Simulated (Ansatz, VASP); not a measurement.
Two plane-wave programs on Rb

INCAR

```
ALGO     = Fast           # electronic algorithm
EDIFF    = 1E-6           # SCF threshold, eV
ENCUT    = 520            # plane-wave cutoff, eV
GGA      = CA             # functional
ISIF     = 2              # what is computed and relaxed
ISMEAR   = 0              # smearing method
LASPH    = True           # aspherical terms in the spheres
LCHARG   = True           # write CHGCAR
LELF     = True           # ELF
LREAL    = False          # projectors in reciprocal space
LVHAR    = True         
LWAVE    = False          # write WAVECAR
NBANDS   = 10             # bands
NELM     = 80             # most SCF steps
PREC     = Accurate       # precision mode
SIGMA    = 0.15           # smearing width, eV
```

Contents of KPOINTS:

```
k-points
0
Gamma
  12 12 12
```

POSCAR

```
Rb
1.0
   -2.9769214676      2.9769214676      2.6940465770
    2.9769214676     -2.9769214676      2.6940465770
    2.7883382072      2.7883382072     -2.6940465770
Rb
1
Direct
    0.0000000000      0.0000000000      0.0000000000
```

Input for Ansatz:

```yaml
crystal:
  lattice:
    - [-2.9769214676, 2.9769214676, 2.694046577]
    - [2.9769214676, -2.9769214676, 2.694046577]
    - [2.7883382072, 2.7883382072, -2.694046577]
  atoms:
    - { symbol: Rb, position: [0.0, 0.0, 0.0] }
basis:
  ecutwfc: 420
kpoints:
  mp_grid: { grid: [12, 12, 12] }
hamiltonian:
  xc: lda
scf:
  occupations: { method: gaussian, width: 0.15 }
output:
  forces: true
  stress: true
  eigenvalues: true
  write_density: true
  write_potential: true
  elf: true
  volumetric_format: npy
```

Change from the starting cell: engineering shear strain xy -0.0700, equal normal strain along x and y +0.0700.

Alike in both runs: task single point; functional LDA; k mesh 12 × 12 × 12; occupations gaussian, width 0.15 eV; no spin polarisation.

|  | VASP | Ansatz |
| --- | --- | --- |
| version | VASP 6.6.1 | Ansatz 0.2.0 |
| potentials or method | VASP PAW LDA potentials, release 64 (Rb_sv), cutoff 520 eV | scalar-relativistic, plane waves, PAW |
| valence electrons in the cell | 9 | 9 |

```csv
,VASP,Ansatz,Ansatz less VASP
gap on the k mesh at the Fermi level (eV),none,none,-
pressure (GPa),-0.4,-0.4,0.00
"traceless stress, the component that is largest in VASP (GPa)",0.11,0.11,-0.001
```

LDA's correlation is that of Perdew and Zunger in VASP and of Perdew and Wang (1992) in Ansatz. A gap of «none» marks a metal or a gap that the smearing closes.
